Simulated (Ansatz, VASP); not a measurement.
**One calculation of PbS, two programs**

```
Pb S
1.0
     3.24135    0.00000    0.00000
    -1.62068    2.80709    0.00000
     0.00000    0.00000    5.18687
Pb S
1 1
Direct
  0.00000 0.00000 0.50000
  0.66667 0.33333 0.00000
```

Change from the starting cell: species swapped into the AgAu type (P-6m2, No. 187).

Alike in both runs: task relaxation of cell and atoms; functional PBE; k mesh 18 × 18 × 12; occupations gaussian, width 0.1 eV; no spin polarisation.

```csv
,VASP,Ansatz
version,VASP 6.6.1,Ansatz 0.2.0
potentials or method,"VASP PAW PBE potentials, release 64 (Pb_d, S), cutoff 600 eV","scalar-relativistic, plane waves, PAW"
valence electrons in the cell,20,20
```

|  | VASP | Ansatz | Ansatz less VASP |
| --- | --- | --- | --- |
| gap on the k mesh at the Fermi level, each at its own relaxed structure (eV) | none | none | - |
| relaxed volume (Å³/atom) | 27.36 | 27.42 | +0.060 |
| relaxed length of the cell vector where the two differ most in proportion (Å) | 4.082 | 4.088 | +0.0062 |

A gap of «none» marks a metal or a gap that the smearing closes.

Spin-orbit coupling is off throughout. Noted on VASP's run: the volume moved by over 15 % at a fixed basis, so the end points are rough.
